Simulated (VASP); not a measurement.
# Zn (P6_3/mmc) in VASP: single point with PBE

Aim: the single point of Zn with PBE.

Everything below comes from runs of VASP 6.6.1. Logs are shortened: lines on timing, memory, paths and dates and some standing lists are left out, and cuts for length are marked.

### 1 The cell of the first run

The structure is hexagonal, space group P6_3/mmc (No. 194). Conventional cell: a = 2.584 Å, b = 2.584 Å, c = 4.430 Å, α = 90.00°, β = 90.00°, γ = 120.00°. Within 3.4 Å of Zn (site symmetry -6m2) lie 12 Zn at 2.58 to 2.67 Å.

### 2 Single point, PBE

The input, INCAR:

```
PREC = Accurate
ENCUT = 520
EDIFF = 1E-6
ISMEAR = 0
SIGMA = 0.1
LREAL = False
LASPH = True
NELM = 80
ALGO = Fast
ISIF = 2
LWAVE = False
LCHARG = True
GGA = PE
LELF = True
LVHAR = True
NBANDS = 19
```

The input, KPOINTS:

```
regular mesh
0
Gamma
  57 57 28
```

The input, POSCAR:

```
Zn
1.0
    2.5840091804      0.0000000000      0.0000000000
   -1.2920045902      2.2378175938      0.0000000000
    0.0000000000      0.0000000000      4.4301826450
Zn
2
Direct
    0.3333333333      0.6666666667      0.2500000000
    0.6666666667      0.3333333333      0.7500000000
```

Potentials or basis: VASP PAW PBE potentials, release 64 (Zn).

Launch:

```bash
$ cat potpaw_PBE.64/Zn/POTCAR > POTCAR
$ mpirun -np 1 vasp_std > vasp.out
```

OUTCAR:

```text
PREC = Accurate
   ENCUT = 520
   EDIFF = 1E-6
   ISMEAR = 0
   LREAL = False
   LASPH = True
   NELM = 80
   ISIF = 2
   GGA = PE

 ion  position               nearest neighbor table
   1  0.333  0.667  0.250-   2 2.67   2 2.67   2 2.67   2 2.67   2 2.67   2 2.67
   2  0.667  0.333  0.750-   1 2.67   1 2.67   1 2.67   1 2.67   1 2.67   1 2.67

  LATTYP: Found a hexagonal cell.
 ALAT       =     2.5840091804
 C/A-ratio  =     1.7144608768

  Lattice vectors:

 A1 = (   2.5840091804,   0.0000000000,   0.0000000000)
 A2 = (  -1.2920045902,   2.2378175938,   0.0000000000)
 A3 = (   0.0000000000,   0.0000000000,   4.4301826450)

Analysis of symmetry for initial positions (statically):
=====================================================================
 Subroutine PRICEL returns:
 Original cell was already a primitive cell.

 Routine SETGRP: Setting up the symmetry group for a
 hexagonal supercell.

 Subroutine GETGRP returns: Found 24 space group operations
 (whereof 12 operations were pure point group operations)
 out of a pool of 24 trial point group operations.

The static configuration has the point symmetry D_3d.
 The point group associated with its full space group is D_6h.

Analysis of symmetry for dynamics (positions and initial velocities):
=====================================================================
 Subroutine PRICEL returns:
 Original cell was already a primitive cell.

 Routine SETGRP: Setting up the symmetry group for a
 hexagonal supercell.

 Subroutine GETGRP returns: Found 24 space group operations
 (whereof 12 operations were pure point group operations)
 out of a pool of 24 trial point group operations.

The dynamic configuration has the point symmetry D_3d.
 The point group associated with its full space group is D_6h.

 Subroutine INISYM returns: Found 24 space group operations
 (whereof 12 operations are pure point group operations),
 and found     1 'primitive' translations

----------------------------------------------------------------------------------------

                                     Primitive cell

  volume of cell :      25.6177

  direct lattice vectors                    reciprocal lattice vectors
     2.584009180  0.000000000  0.000000000     0.386995529  0.223431973  0.000000000
    -1.292004590  2.237817594  0.000000000     0.000000000  0.446863946  0.000000000
     0.000000000  0.000000000  4.430182645     0.000000000  0.000000000  0.225724328

  length of vectors
     2.584009180  2.584009180  4.430182645     0.446863946  0.446863946  0.225724328

  position of ions in fractional coordinates (direct lattice)
     0.333333333  0.666666667  0.250000000
     0.666666667  0.333333333  0.750000000

  ion indices of the primitive-cell ions
   primitive index   ion index
                 1           1
                 2           2

----------------------------------------------------------------------------------------

 KPOINTS: regular mesh

Automatic generation of k-mesh.
 Grid dimensions read from file:
 generate k-points for:   57   57   28

 Generating k-lattice:

  Cartesian coordinates                     Fractional coordinates (reciprocal lattice)
     0.006789395  0.003919859  0.000000000     0.017543860  0.000000000  0.000000000
     0.000000000  0.007839718  0.000000000     0.000000000  0.017543860  0.000000000
     0.000000000  0.000000000  0.008061583     0.000000000  0.000000000  0.035714286

  Length of vectors
     0.007839718  0.007839718  0.008061583

  Shift w.r.t. Gamma in fractional coordinates (k-lattice)
     0.000000000  0.000000000  0.000000000

 Subroutine IBZKPT returns following result:
 ===========================================

 Found   4500 irreducible k-points:

 Following reciprocal coordinates:
            Coordinates               Weight
  0.000000  0.000000  0.000000      1.000000
  0.017544  0.000000  0.000000      6.000000
  0.035088  0.000000  0.000000      6.000000
  0.052632 -0.000000  0.000000      6.000000
  0.070175  0.000000  0.000000      6.000000
  0.087719  0.000000  0.000000      6.000000
[... 16 lines left out ...]
  0.385965  0.000000  0.000000      6.000000
  0.403509  0.000000  0.000000      6.000000
 [... further k-points ...]
   k-points           NKPTS =   4500   k-points in BZ     NKDIM =   4500   number of bands    NBANDS=     19
   number of dos      NEDOS =    301   number of ions     NIONS =      2
   total plane-waves  NPLWV =  14400
   dimension x,y,z NGX =    20 NGY =   20 NGZ =   36
   dimension x,y,z NGXF=    40 NGYF=   40 NGZF=   72
   ions per type =               2
   NGX,Y,Z   is equivalent  to a cutoff of  12.87, 12.87, 13.51 a.u.
   NGXF,Y,Z  is equivalent  to a cutoff of  25.73, 25.73, 27.02 a.u.
 SYSTEM =  unknown system
   PREC   = accura    normal or accurate (medium, high low for compatibility)
   ISTART =      0    job   : 0-new  1-cont  2-samecut
   ICHARG =      2    charge: 1-file 2-atom 10-const
   ISPIN  =      1    spin polarized calculation?
   LNONCOLLINEAR =      F non collinear calculations
   LSORBIT =      F    spin-orbit coupling
   LASPH  =      T    aspherical Exc in radial PAW
   ENCUT  =  520.0 eV  38.22 Ry    6.18 a.u.   4.80  4.80  8.24*2*pi/ulx,y,z
   NELM   =     80;   NELMIN=  2; NELMDL= -5     # of ELM steps
   EDIFF  = 0.1E-05   stopping-criterion for ELM
   LREAL  =      F    real-space projection
   EDIFFG = 0.1E-04   stopping-criterion for IOM
   NSW    =      0    number of steps for IOM
   IBRION =     -1    ionic relax: 0-MD 1-quasi-New 2-CG
   NFREE  =      0    steps in history (QN), initial steepest desc. (CG)
   ISIF   =      2    stress and relaxation
   ISYM   =      2    0-nonsym 1-usesym 2-fastsym
   POTIM  = 0.5000    time-step for ionic-motion
   TEBEG  =    0.0;   TEEND  =   0.0 temperature during run
   PSTRESS=    0.0 pullay stress
   NELECT =      24.0000    total number of electrons
   NUPDOWN=      -1.0000    fix difference up-down
   EMIN   =  10.00;   EMAX   =-10.00  energy-range for DOS
   EFERMI =   0.00;   METHOD = LEGACY
   ISMEAR =     0;   SIGMA  =   0.10  broadening in eV -4-tet -1-fermi 0-gaus
   EFERMI_NEDOS =   21; number of points for ismear=-14 and -15
   IALGO  =     68    algorithm
   IMIX   =      4    mixing-type and parameters
     AMIX     =   0.40;   BMIX     =  1.00
     AMIX_MAG =   1.60;   BMIX_MAG =  1.00
  volume/ion in A,a.u.               =      12.81        86.44
  Fermi-wavevector in a.u.,A,eV,Ry     =   1.601887  3.027127 34.913106  2.566041
  Thomas-Fermi vector in A             =   2.698794
   LORBIT       =      0    0 simple, 1 ext, 2 COOP (PROOUT), +10 PAW based schemes
   GGA     = PE    functional components
   LHFCALC =     F    Hartree Fock is set to
   AEXX    =    0.0000 exact exchange contribution
   IVDW    =     0    specifies the selected vdW correction
   LEPSILON=     F    determine dielectric tensor
   LRPA    =     F    only Hartree local field effects (RPA)
 non-spin polarized calculation
 RMM-DIIS sequential band-by-band and
 Gauss-broadening in eV      SIGMA  =   0.10
  energy-cutoff  :      520.00
  volume of cell :       25.62
 maximum number of plane-waves:       707
 NGX is ok and might be reduce to    20
   NGX =  9   NGY =  9   NGZ = 17

 number of electron      24.0000002 magnetization

 Free energy of the ion-electron system (eV)
  ---------------------------------------------------
  ext. energy  EPLUGINS =         0.00000000
  ---------------------------------------------------
  free energy    TOTEN  =        -1.99423437 eV

  energy without entropy =       -1.99253089  energy(sigma->0) =       -1.99338263

 E-fermi :   4.6431     XC(G=0): -12.4931

 val. band max:        4.6430335189   @ k =   0.2456   0.0702   0.0357
 cond. band min:       4.6444736824   @ k =   0.3333   0.3333   0.3571
 fundamental gap:      0.0014401636
 Fermi energy:         4.6430840672

 k-point     1 :       0.0000    0.0000    0.0000
  band No.  band energies     occupation
      1      -7.4071      2.00000
      2      -4.8758      2.00000
      3      -3.8714      2.00000
      4      -3.7109      2.00000
      5      -3.7109      2.00000
      6      -3.6101      2.00000
[... 11 lines left out ...]
     18      24.2767      0.00000
     19      24.2767      0.00000

 k-point     2 :       0.0175    0.0000    0.0000
  band No.  band energies     occupation
      1      -7.3974      2.00000
      2      -4.8715      2.00000
      3      -3.8713      2.00000
      4      -3.7111      2.00000
      5      -3.7083      2.00000
      6      -3.6113      2.00000
[... 11 lines left out ...]
     18      24.4373      0.00000
     19      24.7505      0.00000

 k-point     3 :       0.0351    0.0000    0.0000
  band No.  band energies     occupation
      1      -7.3684      2.00000
      2      -4.8588      2.00000
      3      -3.8714      2.00000
      4      -3.7114      2.00000
      5      -3.7006      2.00000
      6      -3.6147      2.00000
[... 11 lines left out ...]
     18      24.8177      0.00000
     19      25.3705      0.00000

 k-point     4 :       0.0526   -0.0000    0.0000
  band No.  band energies     occupation
      1      -7.3200      2.00000
      2      -4.8379      2.00000
      3      -3.8723      2.00000
      4      -3.7111      2.00000
      5      -3.6877      2.00000
      6      -3.6202      2.00000
[... 11 lines left out ...]
     18      25.2913      0.00000
     19      25.8194      0.00000

 k-point     5 :       0.0702    0.0000    0.0000
  band No.  band energies     occupation
      1      -7.2526      2.00000
      2      -4.8094      2.00000
      3      -3.8746      2.00000
      4      -3.7096      2.00000
      5      -3.6699      2.00000
      6      -3.6270      2.00000
[... 11 lines left out ...]
     18      25.8332      0.00000
     19      26.0596      0.00000
[... 334 lines left out ...]
      2      -4.5221      2.00000
      3      -4.2694      2.00000
      4      -3.6573      2.00000
      5      -3.6109      2.00000
      6      -3.5768      2.00000
[... 11 lines left out ...]
     18      19.7188      0.00000
     19      22.7989      0.00000

 k-point    22 :       0.3684    0.0000    0.0000
  band No.  band energies     occupation
      1      -4.7063      2.00000
      2      -4.5402      2.00000
      3      -4.3086      2.00000
      4      -3.6321      2.00000
      5      -3.6239      2.00000
      6      -3.5944      2.00000
[... 11 lines left out ...]
     18      19.6275      0.00000
     19      22.5942      0.00000

 k-point    23 :       0.3860    0.0000    0.0000
  band No.  band energies     occupation
      1      -4.6750      2.00000
      2      -4.5548      2.00000
      3      -4.3430      2.00000
      4      -3.6356      2.00000
      5      -3.6103      2.00000
      6      -3.6085      2.00000
[... 11 lines left out ...]
     18      19.5483      0.00000
     19      22.4118      0.00000

 k-point    24 :       0.4035    0.0000    0.0000
  band No.  band energies     occupation
      1      -4.6601      2.00000
      2      -4.5648      2.00000
      3      -4.3724      2.00000
      4      -3.6457      2.00000
      5      -3.6242      2.00000
      6      -3.5874      2.00000
[... 11 lines left out ...]
     18      19.4809      0.00000
     19      22.2539      0.00000

 [... further k-points ...]
[... 5 lines left out ...]
  --------------------------------------------------------------------------------------
  -------------------------------------------------------------------------------------
  Total        2.7201335      2.7201335      2.6935328      0.0000000      0.0000000      0.0000000
  in kB      170.1219831    170.1219831    168.4583291      0.0000000      0.0000000      0.0000000
  external PRESSURE =     169.5674318 kB  Pullay stress =       0.0000000 kB

 VOLUME and BASIS-vectors are now :
 -----------------------------------------------------------------------------
  energy-cutoff  :      520.00
  volume of cell :       25.62
      direct lattice vectors                 reciprocal lattice vectors
     2.584009180  0.000000000  0.000000000     0.386995529  0.223431973  0.000000000
    -1.292004590  2.237817594  0.000000000     0.000000000  0.446863946  0.000000000
     0.000000000  0.000000000  4.430182645     0.000000000  0.000000000  0.225724328

 POSITION                                       TOTAL-FORCE (eV/Angst)
 -----------------------------------------------------------------------------------
     -0.00000      1.49188      1.10755        -0.000000      0.000000      0.000000
      1.29200      0.74594      3.32264         0.000000     -0.000000      0.000000
 -----------------------------------------------------------------------------------
    total drift:                               -0.000000      0.000000      0.000000

  FREE ENERGIE OF THE ION-ELECTRON SYSTEM (eV)
  ---------------------------------------------------
  free  energy   TOTEN  =        -1.9942343700 eV

  energy  without entropy=       -1.9925308892  energy(sigma->0) =       -1.99338263
```

Run time: 34 min. Hardware: 1 thread of Oxide Virtual Turin-like, shared host; peak memory 1.6 GiB.

Results:

```yaml
Free_energy: -1.9942 eV
Pressure: 17.0 GPa
Band_gap_on_the_k_mesh: zero (bands 12 and 13 overlap by 3.67 eV)
```

Stress tensor (GPa, compression positive):
```
17.01  0.00  0.00
 0.00 17.01  0.00
 0.00  0.00 16.85
```

Levels at points of the mesh, in eV from the Fermi level:
```
           k point  band 10  band 11  band 12  band 13  band 14  band 15
(0.00, 0.00, 0.00)    -7.57    -7.57    -4.27    -2.01    17.82    17.82
(0.00, 0.00, 0.50)    -7.71    -7.71    -7.71     6.79     6.79    19.54
```

Caveat: the cell stands under pressure.
